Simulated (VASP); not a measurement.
# GaN (R3m) in VASP: further runs

The runs below take GaN through single point, with PBE.

Program: VASP 6.6.1. These are calculated values, not measurements. Logs are shortened: lines on timing, memory, paths and dates and some standing lists are left out, and cuts for length are marked.

## Step 1: The cell of the first run

It takes space group R3m (No. 160, trigonal). Conventional cell: a = 3.053 Å, b = 3.053 Å, c = 7.934 Å, α = 90.00°, β = 90.00°, γ = 120.00°. Ga (site symmetry 3m) has 4 N at 1.90 to 1.93 Å within 2.5 Å. Within 2.5 Å of N (site symmetry 3m) lie 4 Ga at 1.90 to 1.93 Å.

## Step 2: Single point, PBE (epitaxial 111 strain -4.0%)

Contents of INCAR:

```
PREC = Accurate ; ENCUT = 520
EDIFF = 1E-6 ; ISMEAR = 0
SIGMA = 0.01 ; LREAL = F
LASPH = T ; NELM = 100
ALGO = Normal ; ISIF = 2
LWAVE = F ; LCHARG = T
GGA = PE ; LELF = T
LVHAR = T ; NBANDS = 16
```

Contents of KPOINTS:

```
Automatic mesh
0
Gamma
  6 6 6
```

Contents of POSCAR:

```
GaN
1.0
    0.0874749163      2.2464693557      2.2464693557
    2.2464693557      0.0874749163      2.2464693557
    2.2464693557      2.2464693557      0.0874749163
Ga N
1 1
Direct
    0.0032476448      0.0032476448      0.0032476448
    0.2467523552      0.2467523552      0.2467523552
```

Potentials or basis: VASP PAW PBE potentials, release 64 (Ga_d, N).

Command:

```bash
$ cat potpaw_PBE.64/Ga_d/POTCAR potpaw_PBE.64/N/POTCAR > POTCAR
$ mpirun -np 1 vasp_std > vasp.out
```

OUTCAR:

```text
PREC = Accurate
   ENCUT = 520
   EDIFF = 1E-6
   ISMEAR = 0
   LREAL = F
   LASPH = T
   NELM = 100
   ISIF = 2
   GGA = PE

 ion  position               nearest neighbor table
   1  0.003  0.003  0.003-   2 1.90   2 1.90   2 1.90   2 1.93
   2  0.247  0.247  0.247-   1 1.90   1 1.90   1 1.90   1 1.93

  LATTYP: Found a trigonal (rhomboedric) cell.
 ALAT       =     3.1781914658
 COS(alpha) =     0.5385305734

  Lattice vectors:

 A1 = (   0.0874749163,   2.2464693557,   2.2464693557)
 A2 = (   2.2464693557,   0.0874749163,   2.2464693557)
 A3 = (   2.2464693557,   2.2464693557,   0.0874749163)

Analysis of symmetry for initial positions (statically):
=====================================================================
 Subroutine PRICEL returns:
 Original cell was already a primitive cell.

 Routine SETGRP: Setting up the symmetry group for a
 trigonal (rhombohedral) supercell.

 Subroutine GETGRP returns: Found  6 space group operations
 (whereof  6 operations were pure point group operations)
 out of a pool of 12 trial point group operations.

The static configuration has the point symmetry C_3v.

Analysis of symmetry for dynamics (positions and initial velocities):
=====================================================================
 Subroutine PRICEL returns:
 Original cell was already a primitive cell.

 Routine SETGRP: Setting up the symmetry group for a
 trigonal (rhombohedral) supercell.

 Subroutine GETGRP returns: Found  6 space group operations
 (whereof  6 operations were pure point group operations)
 out of a pool of 12 trial point group operations.

The dynamic configuration has the point symmetry C_3v.

 Subroutine INISYM returns: Found  6 space group operations
 (whereof  6 operations are pure point group operations),
 and found     1 'primitive' translations

----------------------------------------------------------------------------------------

                                     Primitive cell

  volume of cell :      21.3505

  direct lattice vectors                    reciprocal lattice vectors
     0.087474916  2.246469356  2.246469356    -0.236012095  0.227166495  0.227166495
     2.246469356  0.087474916  2.246469356     0.227166495 -0.236012095  0.227166495
     2.246469356  2.246469356  0.087474916     0.227166495  0.227166495 -0.236012095

  length of vectors
     3.178191466  3.178191466  3.178191466     0.398636353  0.398636353  0.398636353

[... 73 lines left out ...]
   ICHARG =      2    charge: 1-file 2-atom 10-const
   ISPIN  =      1    spin polarized calculation?
   LNONCOLLINEAR =      F non collinear calculations
   LSORBIT =      F    spin-orbit coupling
   LASPH  =      T    aspherical Exc in radial PAW
   ENCUT  =  520.0 eV  38.22 Ry    6.18 a.u.   5.91  5.91  5.91*2*pi/ulx,y,z
   NELM   =    100;   NELMIN=  2; NELMDL= -5     # of ELM steps
   EDIFF  = 0.1E-05   stopping-criterion for ELM
   LREAL  =      F    real-space projection
   EDIFFG = 0.1E-04   stopping-criterion for IOM
   NSW    =      0    number of steps for IOM
   IBRION =     -1    ionic relax: 0-MD 1-quasi-New 2-CG
   NFREE  =      0    steps in history (QN), initial steepest desc. (CG)
   ISIF   =      2    stress and relaxation
   ISYM   =      2    0-nonsym 1-usesym 2-fastsym
   POTIM  = 0.5000    time-step for ionic-motion
   TEBEG  =    0.0;   TEEND  =   0.0 temperature during run
   PSTRESS=    0.0 pullay stress
   NELECT =      18.0000    total number of electrons
   NUPDOWN=      -1.0000    fix difference up-down
   EMIN   =  10.00;   EMAX   =-10.00  energy-range for DOS
   EFERMI =   0.00;   METHOD = LEGACY
   ISMEAR =     0;   SIGMA  =   0.01  broadening in eV -4-tet -1-fermi 0-gaus
   EFERMI_NEDOS =   21; number of points for ismear=-14 and -15
   IALGO  =     38    algorithm
   IMIX   =      4    mixing-type and parameters
     AMIX     =   0.40;   BMIX     =  1.00
     AMIX_MAG =   1.60;   BMIX_MAG =  1.00
  volume/ion in A,a.u.               =      10.68        72.04
  Fermi-wavevector in a.u.,A,eV,Ry     =   1.546547  2.922550 32.542513  2.391807
  Thomas-Fermi vector in A             =   2.651767
   LORBIT       =      0    0 simple, 1 ext, 2 COOP (PROOUT), +10 PAW based schemes
   GGA     = PE    functional components
   LHFCALC =     F    Hartree Fock is set to
   AEXX    =    0.0000 exact exchange contribution
   IVDW    =     0    specifies the selected vdW correction
   LEPSILON=     F    determine dielectric tensor
   LRPA    =     F    only Hartree local field effects (RPA)
 non-spin polarized calculation
 Gauss-broadening in eV      SIGMA  =   0.01
  energy-cutoff  :      520.00
  volume of cell :       21.35
 maximum number of plane-waves:       586
   NGX = 11   NGY = 11   NGZ = 11

 number of electron      17.9999999 magnetization

 Free energy of the ion-electron system (eV)
  ---------------------------------------------------
  ext. energy  EPLUGINS =         0.00000000
  ---------------------------------------------------
  free energy    TOTEN  =       -11.96828938 eV

  energy without entropy =      -11.96828938  energy(sigma->0) =      -11.96828938

 E-fermi :   6.3221     XC(G=0): -12.0475

 val. band max:        6.2370773542   @ k =   0.0000   0.0000   0.0000
 cond. band min:       8.1311029157   @ k =   0.0000   0.0000   0.0000
 fundamental gap:      1.8940255614
 Fermi energy:         6.3221402151

 k-point     1 :       0.0000    0.0000    0.0000
  band No.  band energies     occupation
      1     -10.4758      2.00000
      2      -7.4821      2.00000
      3      -7.4542      2.00000
      4      -7.4542      2.00000
      5      -7.0696      2.00000
      6      -7.0696      2.00000
[... 433 lines left out ...]
      3      -7.2139      2.00000
      4      -7.0811      2.00000
      5      -7.0223      2.00000
      6      -5.1295      2.00000
[... 8 lines left out ...]
     15      27.4552      0.00000
     16      29.9251      0.00000

 [... further k-points ...]
[... 5 lines left out ...]
  --------------------------------------------------------------------------------------
  -------------------------------------------------------------------------------------
  Total        2.7242938      2.7242938      2.7242938     -0.9012466     -0.9012466     -0.9012466
  in kB      204.4357183    204.4357183    204.4357183    -67.6311052    -67.6311052    -67.6311052
  external PRESSURE =     204.4357183 kB  Pullay stress =       0.0000000 kB

 VOLUME and BASIS-vectors are now :
 -----------------------------------------------------------------------------
  energy-cutoff  :      520.00
  volume of cell :       21.35
      direct lattice vectors                 reciprocal lattice vectors
     0.087474916  2.246469356  2.246469356    -0.236012095  0.227166495  0.227166495
     2.246469356  0.087474916  2.246469356     0.227166495 -0.236012095  0.227166495
     2.246469356  2.246469356  0.087474916     0.227166495  0.227166495 -0.236012095

 POSITION                                       TOTAL-FORCE (eV/Angst)
 -----------------------------------------------------------------------------------
      0.01488      0.01488      0.01488         0.025309      0.025309      0.025309
      1.13023      1.13023      1.13023        -0.025309     -0.025309     -0.025309
 -----------------------------------------------------------------------------------
    total drift:                                0.000225      0.000225      0.000225

  FREE ENERGIE OF THE ION-ELECTRON SYSTEM (eV)
  ---------------------------------------------------
  free  energy   TOTEN  =       -11.9682893781 eV

  energy  without entropy=      -11.9682893781  energy(sigma->0) =      -11.96828938
```

OSZICAR:

```text
N       E                     dE             d eps       ncg     rms          rms(c)
DAV:   1     0.773439899181E+02    0.77344E+02   -0.92738E+03  1168   0.208E+03
DAV:   2    -0.890526903122E+01   -0.86249E+02   -0.79832E+02  1176   0.315E+02
DAV:   3    -0.140442723639E+02   -0.51390E+01   -0.51235E+01  1208   0.669E+01
DAV:   4    -0.140978716325E+02   -0.53599E-01   -0.53592E-01  1272   0.729E+00
DAV:   5    -0.140986094129E+02   -0.73778E-03   -0.73778E-03  1192   0.769E-01    0.798E+00
DAV:   6    -0.119640483328E+02    0.21346E+01   -0.48716E+00  1536   0.422E+01    0.268E+00
DAV:   7    -0.119760134417E+02   -0.11965E-01   -0.36126E-01  1152   0.641E+00    0.180E+00
DAV:   8    -0.119716564517E+02    0.43570E-02   -0.47618E-02  1200   0.340E+00    0.663E-01
DAV:   9    -0.119681239209E+02    0.35325E-02   -0.14178E-02  1552   0.297E+00    0.166E-01
DAV:  10    -0.119683613235E+02   -0.23740E-03   -0.15376E-03  1256   0.593E-01    0.647E-02
DAV:  11    -0.119682849533E+02    0.76370E-04   -0.25472E-04  1544   0.231E-01    0.141E-02
DAV:  12    -0.119682895769E+02   -0.46236E-05   -0.24854E-05  1160   0.518E-02    0.107E-02
DAV:  13    -0.119682893781E+02    0.19883E-06   -0.62992E-07   848   0.164E-02
   1 F= -.11968289E+02 E0= -.11968289E+02  d E =-.196669E-35
```

stdout:

```text
POSCAR found type information on POSCAR GaN
 POSCAR found :  2 types and       2 ions
 scaLAPACK will be used
 LDA part: xc-table for (Slater+PW92), standard interpolation
 POSCAR, INCAR and KPOINTS ok, starting setup
 FFT: planning ... GRIDC
 FFT: planning ... GRID_SOFT
 FFT: planning ... GRID
 WAVECAR not read
 entering main loop
```

Run time: 29 s. Hardware: 1 thread of AMD EPYC 7R13, shared host; peak memory 0.11 GiB.

What came out:

- Free energy: -11.9683 eV
- Pressure: 20.4 GPa
- Largest force: 0.044 eV/Å
- Band gap on the k mesh: 1.89 eV, direct

Forces in eV/Å, atoms in the order of the input:
```
Ga   0.025  0.025  0.025
N   -0.025 -0.025 -0.025
```

Caveat: the cell differs from its parent crystal (epitaxial 111 strain -4.0%).

## Step 3: Single point, PBE (epitaxial 111 strain -3.0%)

Contents of INCAR:

```
SYSTEM = GaN
PREC = Accurate ; ENCUT = 520
EDIFF = 1E-6 ; ISMEAR = 0
SIGMA = 0.01 ; LREAL = .FALSE.
LASPH = .TRUE. ; NELM = 80
ALGO = Normal ; ISIF = 2
LWAVE = .FALSE. ; LCHARG = .FALSE.
GGA = PE ; NBANDS = 16
```

Contents of KPOINTS:

```
Automatic mesh
0
G
  6 6 6
  0 0 0
```

Contents of POSCAR:

```
GaN
1.0
    0.0653231975      2.2468071623      2.2468071623
    2.2468071623      0.0653231975      2.2468071623
    2.2468071623      2.2468071623      0.0653231975
Ga N
1 1
Direct
    0.0023580667      0.0023580667      0.0023580667
    0.2476419333      0.2476419333      0.2476419333
```

Potentials or basis: VASP PAW PBE potentials, release 64 (Ga_d, N).

Command:

```bash
$ cat potpaw_PBE.64/Ga_d/POTCAR potpaw_PBE.64/N/POTCAR > POTCAR
$ mpirun -np 1 vasp_std > vasp.out
```

It took 26 s on 1 thread of AMD EPYC 7R13, shared host; peak memory 0.11 GiB.

It converged, with:

```yaml
Free_energy: -12.0313 eV
Pressure: 16.6 GPa
Largest_force: 0.031 eV/Å
Band_gap_on_the_k_mesh: 1.89 eV, direct
```

Forces in eV/Å, atoms in the order of the input:
```
Ga   0.018  0.018  0.018
N   -0.018 -0.018 -0.018
```

Stress tensor (GPa, compression positive):
```
16.56 -4.91 -4.91
-4.91 16.56 -4.91
-4.91 -4.91 16.56
```

Levels at points of the mesh, in eV from the valence-band top:
```
           k point  band 6  band 7  band 8  band 9  band 10  band 11  band 12  band 13
(0.00, 0.00, 0.00)  -13.25   -0.34    0.00    0.00     1.89     9.91    10.88    10.88
(0.50, 0.00, 0.00)  -11.94   -7.44   -1.34   -1.08     4.73     8.85    10.35    10.47
(0.50, 0.50, 0.00)  -11.58   -6.46   -3.22   -2.78     3.19     6.91    11.89    14.39
(0.50, 0.50, 0.50)  -12.16   -7.71   -0.94   -0.94     5.32     8.68    11.03    11.03
```

Caveat: the cell differs from its parent crystal (epitaxial 111 strain -3.0%).

## Step 4: Single point, PBE (epitaxial 111 strain -2.0%)

Contents of INCAR:

```
SYSTEM = GaN
ALGO = Normal ; EDIFF = 1E-6
ENCUT = 520 ; GGA = PE
ISIF = 2 ; ISMEAR = 0
LASPH = .True. ; LCHARG = .False.
LREAL = .False. ; LWAVE = .False.
NBANDS = 16 ; NELM = 60
PREC = Accurate ; SIGMA = 0.01
```

Contents of KPOINTS:

```
k-points
0
Gamma
  6 6 6
  0 0 0
```

Contents of POSCAR:

```
GaN
1.0
    0.0433454747      2.2473189650      2.2473189650
    2.2473189650      0.0433454747      2.2473189650
    2.2473189650      2.2473189650      0.0433454747
Ga N
1 1
Direct
    0.0015142730      0.0015142730      0.0015142730
    0.2484857270      0.2484857270      0.2484857270
```

Command:

```bash
$ cat potpaw_PBE.64/Ga_d/POTCAR potpaw_PBE.64/N/POTCAR > POTCAR
$ mpirun -np 1 vasp_std > vasp.out
```

Wall time 25 s (1 thread of AMD EPYC 7R13, shared host); peak memory 0.11 GiB.

It converged, with:

| Property | Result |
| --- | --- |
| Free energy | -12.0794 eV |
| Pressure | 12.9 GPa |
| Largest force | 0.020 eV/Å |
| Band gap on the k mesh | 1.87 eV, direct |

Forces on the atoms (eV/Å):
```
Ga   0.012  0.012  0.012
N   -0.012 -0.012 -0.012
```

Stress tensor (GPa, compression positive):
```
12.89 -3.17 -3.17
-3.17 12.89 -3.17
-3.17 -3.17 12.89
```

Levels at points of the mesh, in eV from the valence-band top:
| k point | band 7 | band 8 | band 9 | band 10 | band 11 | band 12 |
| --- | --- | --- | --- | --- | --- | --- |
| (0.00, 0.00, 0.00) | -0.21 | 0.00 | 0.00 | 1.87 | 10.05 | 10.69 |
| (0.50, 0.00, 0.00) | -7.32 | -1.21 | -1.05 | 4.72 | 8.85 | 10.35 |
| (0.50, 0.50, 0.00) | -6.35 | -3.05 | -2.76 | 3.26 | 6.83 | 11.87 |
| (0.50, 0.50, 0.50) | -7.49 | -0.95 | -0.95 | 5.10 | 8.72 | 10.81 |

Caveat: the cell differs from its parent crystal (epitaxial 111 strain -2.0%).

## Step 5: The runs side by side

| cell | gap on the mesh (eV) | pressure (GPa) | largest force (eV/Å) |
| --- | --- | --- | --- |
| a = 3.178 Å, angles 57.4°, 2 atoms | 1.89 | 20.4 | 0.04 |
| a = 3.178 Å, angles 58.1°, 2 atoms | 1.89 | 16.6 | 0.03 |
| a = 3.178 Å, angles 58.7°, 2 atoms | 1.87 | 12.9 | 0.02 |

Alike in all rows: task single point; level PBE; potentials or basis VASP PAW PBE potentials, release 64 (Ga_d, N); no spin polarisation; k mesh 6 × 6 × 6; cutoff (eV) 520; smearing gaussian 0.01 eV.

Absolute energies hang on the potentials; compare differences alone.
